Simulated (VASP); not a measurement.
# HfC (Fm-3m) in VASP: notebook

HfC is run at these levels: LDA; tasks: electric field gradients.

Program: VASP 6.6.1. These are calculated values, not measurements. Logs are shortened: lines on timing, memory, paths and dates and some standing lists are left out, and cuts for length are marked.

### Step 1. The cell of the first run

It takes space group Fm-3m (No. 225, cubic). Conventional cell: a = 4.741 Å, b = 4.741 Å, c = 4.741 Å, α = 90.00°, β = 90.00°, γ = 90.00°. Hf (site symmetry m-3m) has 6 C at 2.37 Å within 3.1 Å. C (site symmetry m-3m) has 6 Hf at 2.37 Å within 3.1 Å.

### Step 2. Electric field gradients, LDA (volume scaled by 1.06)

Contents of INCAR:

```
SYSTEM = HfC
  PREC = Accurate
  ENCUT = 520
  EDIFF = 1E-8
  ISMEAR = -1
  SIGMA = 0.05
  LREAL = .False.
  LASPH = .True.
  NELM = 80
  ALGO = Normal
  ISIF = 2
  LWAVE = .False.
  LCHARG = .False.
  LEFG = .True.
  NBANDS = 14
```

Contents of KPOINTS:

```
regular mesh
0
Gamma
  12 12 12
  0 0 0
```

Contents of POSCAR:

```
HfC
1.0
    0.0000000000      2.3705998121      2.3705998121
    2.3705998121      0.0000000000      2.3705998121
    2.3705998121      2.3705998121      0.0000000000
Hf C
1 1
Direct
    0.5000000000      0.5000000000      0.5000000000
    0.0000000000      0.0000000000      0.0000000000
```

Potentials or basis: VASP PAW LDA potentials, release 64 (Hf_pv, C).

Launch:

```
$ cat potpaw_LDA.64/Hf_pv/POTCAR potpaw_LDA.64/C/POTCAR > POTCAR
$ mpirun -np 1 vasp_std > vasp.out
```

OUTCAR:

```text
SYSTEM = HfC
   PREC = Accurate
   ENCUT = 520
   EDIFF = 1E-8
   ISMEAR = -1
   LREAL = .False.
   LASPH = .True.
   NELM = 80
   ISIF = 2

 ion  position               nearest neighbor table
   1  0.500  0.500  0.500-   2 2.37   2 2.37   2 2.37   2 2.37   2 2.37   2 2.37
   2  0.000  0.000  0.000-   1 2.37   1 2.37   1 2.37   1 2.37   1 2.37   1 2.37

  LATTYP: Found a face centered cubic cell.
 ALAT       =     4.7411996242

  Lattice vectors:

 A1 = (   0.0000000000,   2.3705998121,   2.3705998121)
 A2 = (   2.3705998121,   0.0000000000,   2.3705998121)
 A3 = (   2.3705998121,   2.3705998121,   0.0000000000)

Analysis of symmetry for initial positions (statically):
=====================================================================
 Subroutine PRICEL returns:
 Original cell was already a primitive cell.

 Routine SETGRP: Setting up the symmetry group for a
 face centered cubic supercell.

 Subroutine GETGRP returns: Found 48 space group operations
 (whereof 48 operations were pure point group operations)
 out of a pool of 48 trial point group operations.

The static configuration has the point symmetry O_h .

Analysis of symmetry for dynamics (positions and initial velocities):
=====================================================================
 Subroutine PRICEL returns:
 Original cell was already a primitive cell.

 Routine SETGRP: Setting up the symmetry group for a
 face centered cubic supercell.

 Subroutine GETGRP returns: Found 48 space group operations
 (whereof 48 operations were pure point group operations)
 out of a pool of 48 trial point group operations.

The dynamic configuration has the point symmetry O_h .

 Subroutine INISYM returns: Found 48 space group operations
 (whereof 48 operations are pure point group operations),
 and found     1 'primitive' translations

----------------------------------------------------------------------------------------

                                     Primitive cell

  volume of cell :      26.6443

  direct lattice vectors                    reciprocal lattice vectors
     0.000000000  2.370599812  2.370599812    -0.210917084  0.210917084  0.210917084
     2.370599812  0.000000000  2.370599812     0.210917084 -0.210917084  0.210917084
     2.370599812  2.370599812  0.000000000     0.210917084  0.210917084 -0.210917084

  length of vectors
     3.352534405  3.352534405  3.352534405     0.365319106  0.365319106  0.365319106

  position of ions in fractional coordinates (direct lattice)
     0.500000000  0.500000000  0.500000000
     0.000000000  0.000000000  0.000000000

  ion indices of the primitive-cell ions
   primitive index   ion index
                 1           1
                 2           2

----------------------------------------------------------------------------------------

 KPOINTS: regular mesh

Automatic generation of k-mesh.
 Grid dimensions read from file:
 generate k-points for:   12   12   12

 Generating k-lattice:

  Cartesian coordinates                     Fractional coordinates (reciprocal lattice)
    -0.017576424  0.017576424  0.017576424     0.083333333  0.000000000  0.000000000
     0.017576424 -0.017576424  0.017576424     0.000000000  0.083333333  0.000000000
     0.017576424  0.017576424 -0.017576424     0.000000000  0.000000000  0.083333333

  Length of vectors
     0.030443259  0.030443259  0.030443259

  Shift w.r.t. Gamma in fractional coordinates (k-lattice)
     0.000000000  0.000000000  0.000000000

 Subroutine IBZKPT returns following result:
 ===========================================

 Found     72 irreducible k-points:

 Following reciprocal coordinates:
            Coordinates               Weight
  0.000000  0.000000  0.000000      1.000000
  0.083333  0.000000  0.000000      8.000000
  0.166667  0.000000  0.000000      8.000000
  0.250000  0.000000  0.000000      8.000000
  0.333333  0.000000  0.000000      8.000000
  0.416667  0.000000  0.000000      8.000000
[... 16 lines left out ...]
  0.500000  0.166667  0.000000     24.000000
 -0.416667  0.166667  0.000000     24.000000
 [... further k-points ...]
   k-points           NKPTS =     72   k-points in BZ     NKDIM =     72   number of bands    NBANDS=     14
   number of dos      NEDOS =    301   number of ions     NIONS =      2
   total plane-waves  NPLWV =  21952
   dimension x,y,z NGX =    28 NGY =   28 NGZ =   28
   dimension x,y,z NGXF=    56 NGYF=   56 NGZF=   56
   ions per type =               1   1
   NGX,Y,Z   is equivalent  to a cutoff of  13.88, 13.88, 13.88 a.u.
   NGXF,Y,Z  is equivalent  to a cutoff of  27.77, 27.77, 27.77 a.u.
 SYSTEM =  HfC
   PREC   = accura    normal or accurate (medium, high low for compatibility)
   ISTART =      0    job   : 0-new  1-cont  2-samecut
   ICHARG =      2    charge: 1-file 2-atom 10-const
   ISPIN  =      1    spin polarized calculation?
   LNONCOLLINEAR =      F non collinear calculations
   LSORBIT =      F    spin-orbit coupling
   LASPH  =      T    aspherical Exc in radial PAW
   ENCUT  =  520.0 eV  38.22 Ry    6.18 a.u.   6.23  6.23  6.23*2*pi/ulx,y,z
   NELM   =     80;   NELMIN=  2; NELMDL= -5     # of ELM steps
   EDIFF  = 0.1E-07   stopping-criterion for ELM
   LREAL  =      F    real-space projection
   EDIFFG = 0.1E-06   stopping-criterion for IOM
   NSW    =      0    number of steps for IOM
   IBRION =     -1    ionic relax: 0-MD 1-quasi-New 2-CG
   NFREE  =      0    steps in history (QN), initial steepest desc. (CG)
   ISIF   =      2    stress and relaxation
   ISYM   =      2    0-nonsym 1-usesym 2-fastsym
   POTIM  = 0.5000    time-step for ionic-motion
   TEBEG  =    0.0;   TEEND  =   0.0 temperature during run
   PSTRESS=    0.0 pullay stress
   NELECT =      14.0000    total number of electrons
   NUPDOWN=      -1.0000    fix difference up-down
   EMIN   =  10.00;   EMAX   =-10.00  energy-range for DOS
   EFERMI =   0.00;   METHOD = LEGACY
   ISMEAR =    -1;   SIGMA  =   0.05  broadening in eV -4-tet -1-fermi 0-gaus
   EFERMI_NEDOS =   21; number of points for ismear=-14 and -15
   IALGO  =     38    algorithm
   IMIX   =      4    mixing-type and parameters
     AMIX     =   0.40;   BMIX     =  1.00
     AMIX_MAG =   1.60;   BMIX_MAG =  1.00
  volume/ion in A,a.u.               =      13.32        89.90
  Fermi-wavevector in a.u.,A,eV,Ry     =   1.321040  2.496403 23.744158  1.745146
  Thomas-Fermi vector in A             =   2.450823
   LORBIT       =      0    0 simple, 1 ext, 2 COOP (PROOUT), +10 PAW based schemes
   GGA     = CA    functional components
   LHFCALC =     F    Hartree Fock is set to
   AEXX    =    0.0000 exact exchange contribution
   IVDW    =     0    specifies the selected vdW correction
   LEPSILON=     F    determine dielectric tensor
   LRPA    =     F    only Hartree local field effects (RPA)
 non-spin polarized calculation
  energy-cutoff  :      520.00
  volume of cell :       26.64
 maximum number of plane-waves:       745
 NGX is ok and might be reduce to    28
   NGX = 13   NGY = 13   NGZ = 13

 number of electron      14.0000000 magnetization

 Free energy of the ion-electron system (eV)
  ---------------------------------------------------
  ext. energy  EPLUGINS =         0.00000000
  ---------------------------------------------------
  free energy    TOTEN  =       -22.68785658 eV

  energy without entropy =      -22.68559308  energy(sigma->0) =      -22.68672483

 E-fermi :   5.4052     XC(G=0): -12.2080

 val. band max:        5.3248853975   @ k =   0.0833   0.0000   0.0000
 cond. band min:       5.4621401062   @ k =   0.4167   0.3333   0.0000
 fundamental gap:      0.1372547087
 Fermi energy:         5.4051628776

 k-point     1 :       0.0000    0.0000    0.0000
  band No.  band energies     occupation
      1     -24.2825      2.00000
      2     -24.2825      2.00000
      3     -24.2825      2.00000
      4      -6.4565      2.00000
      5       6.3904      0.00000
      6       6.3904      0.00000
      7       6.3904      0.00000
      8       6.6725      0.00000
      9       6.6725      0.00000
     10       6.6725      0.00000
     11       8.5363      0.00000
     12       8.5363      0.00000
     13      11.6653      0.00000
     14      16.2747      0.00000
[... 377 lines left out ...]
      1     -24.7803      2.00000
      2     -24.4414      2.00000
      3     -24.3614      2.00000
      4      -3.2976      2.00000
      5       0.2042      2.00000
      6       2.7495      2.00000
      7       2.8694      2.00000
      8       9.3309      0.00000
      9      10.0084      0.00000
     10      10.2310      0.00000
     11      13.4738      0.00000
     12      14.8580      0.00000
     13      15.5396      0.00000
     14      17.8136      0.00000

 [... further k-points ...]

------------------------ aborting loop because EDIFF is reached ----------------------------------------

  FORCE on cell =-STRESS in cart. coord.  units (eV):
  Direction    XX          YY          ZZ          XY          YZ          ZX
  --------------------------------------------------------------------------------------
  -------------------------------------------------------------------------------------
  Total       -3.7961123     -3.7961123     -3.7961123      0.0000000      0.0000000     -0.0000000
  in kB     -228.2679300   -228.2679300   -228.2679300      0.0000000      0.0000000     -0.0000000
  external PRESSURE =    -228.2679300 kB  Pullay stress =       0.0000000 kB

 VOLUME and BASIS-vectors are now :
 -----------------------------------------------------------------------------
  energy-cutoff  :      520.00
  volume of cell :       26.64
      direct lattice vectors                 reciprocal lattice vectors
     0.000000000  2.370599812  2.370599812    -0.210917084  0.210917084  0.210917084
     2.370599812  0.000000000  2.370599812     0.210917084 -0.210917084  0.210917084
     2.370599812  2.370599812  0.000000000     0.210917084  0.210917084 -0.210917084

 POSITION                                       TOTAL-FORCE (eV/Angst)
 -----------------------------------------------------------------------------------
      2.37060      2.37060      2.37060         0.000000      0.000000      0.000000
      0.00000      0.00000      0.00000         0.000000     -0.000000     -0.000000
 -----------------------------------------------------------------------------------
    total drift:                                0.000000      0.000000      0.000000

  FREE ENERGIE OF THE ION-ELECTRON SYSTEM (eV)
  ---------------------------------------------------
  free  energy   TOTEN  =       -22.6878565807 eV

  energy  without entropy=      -22.6855930820  energy(sigma->0) =      -22.68672483

 Electric field gradients (V/A^2)
---------------------------------------------------------------------
 ion       V_xx      V_yy      V_zz      V_xy      V_xz      V_yz
---------------------------------------------------------------------
   1       0.000     0.000    -0.000    -0.000    -0.000    -0.000
   2      -0.000    -0.000     0.000    -0.000    -0.000    -0.000
---------------------------------------------------------------------

 Electric field gradients after diagonalization (V/A^2)
 (convention: |V_zz| > |V_xx| > |V_yy|)
----------------------------------------------------------------------
 ion       V_xx      V_yy      V_zz     asymmetry (V_yy - V_xx)/ V_zz
----------------------------------------------------------------------
   1       0.000     0.000    -0.001       0.000
   2       0.000     0.000    -0.001       0.000
----------------------------------------------------------------------

           NMR quadrupolar parameters

 Cq : quadrupolar parameter    Cq=e*Q*V_zz/h
 eta: asymmetry parameters     (V_yy - V_xx)/ V_zz
 Q  : nuclear electric quadrupole moment in mb (millibarn)
----------------------------------------------------------------------
 ion       Cq(MHz)       eta       Q (mb)
----------------------------------------------------------------------
   1      -0.000       0.000       1.000
   2      -0.000       0.000       1.000
----------------------------------------------------------------------
```

It took 14 s on 1 thread of Intel Xeon 6975P-C (Granite Rapids), shared host; peak memory 0.16 GiB.

What came out:

```
Free energy            : -22.6879 eV
Pressure               : -22.8 GPa
Band gap on the k mesh : zero (band 7 reaches 6.39 eV, above the bottom of band 8 at 5.00 eV)
```

Caveat: without QUAD_EFG the Cq values of the log hold for a quadrupole moment of 1 mb, not for the nuclei; spin-orbit coupling is left out, which moves the levels of the heavy elements.

(Continued in part 2 of 2.)
